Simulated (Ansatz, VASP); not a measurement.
# One calculation of CaO, two programs

The input INCAR:

```
SYSTEM = CaO
ALGO = Normal ; EDIFF = 1E-6
ENCUT = 520 ; GGA = PE
ISIF = 2 ; ISMEAR = 0
LASPH = .TRUE. ; LCHARG = .FALSE.
LREAL = .FALSE. ; LWAVE = .FALSE.
NBANDS = 24 ; NELM = 60
PREC = Accurate ; SIGMA = 0.01
```

Contents of KPOINTS:

```
k-points
0
G
  12 12 6
  0 0 0
```

Contents of POSCAR:

```
CaO
1.0
    3.9808380002      0.0000000000      0.0000000000
   -1.9904190001      3.4475068365      0.0000000000
    0.0000000000      0.0000000000      4.7704440691
Ca O
2 2
Direct
    0.3333333333      0.6666666667     -0.0625000000
    0.6666666667      0.3333333333      0.4375000000
    0.3333333333      0.6666666667      0.4375000000
    0.6666666667      0.3333333333      0.9375000000
```

Input for Ansatz:

```yaml
crystal:
  lattice:
    - [3.9808380002, 0.0, 0.0]
    - [-1.9904190001, 3.4475068365, 0.0]
    - [0.0, 0.0, 4.7704440691]
  atoms:
    - { symbol: Ca, position: [0.3333333333, 0.6666666667, -0.0625] }
    - { symbol: Ca, position: [0.6666666667, 0.3333333333, 0.4375] }
    - { symbol: O, position: [0.3333333333, 0.6666666667, 0.4375] }
    - { symbol: O, position: [0.6666666667, 0.3333333333, 0.9375] }
kpoints:
  mp_grid: { grid: [12, 12, 6] }
  band_path:
    path:
      - [0.0, 0.0, 0.0]
      - [0.5, 0.0, 0.0]
      - [0.3333333333, 0.3333333333, 0.0]
      - [0.0, 0.0, 0.5]
      - [0.5, 0.0, 0.5]
      - [0.3333333333, 0.3333333333, 0.5]
    npoints: 1
hamiltonian:
  xc: pbe
scf:
  occupations: { method: fixed }
  n_extra_bands: 5
output:
  forces: true
  stress: true
  eigenvalues: true
```

Alike in both runs: task single point; functional PBE; k mesh 12 × 12 × 6; no spin polarisation.

```csv
,VASP,Ansatz
version,VASP 6.6.1,Ansatz 0.2.0
potentials or method,"VASP PAW PBE potentials, release 64 (Ca_sv, O)","plane waves, PAW"
plane-wave cutoff (eV),520,420
occupations,"gaussian, width 0.01 eV",fixed
valence electrons in the cell,32,32
```

|  | VASP | Ansatz | Ansatz less VASP |
| --- | --- | --- | --- |
| gap on the k mesh at the Fermi level (eV) | 3.19 | 3.21 | +0.015 |
| pressure (GPa) | 2.3 | 1.8 | -0.51 |
| traceless stress, the component that is largest in VASP (GPa) | 0.33 | 0.31 | -0.023 |
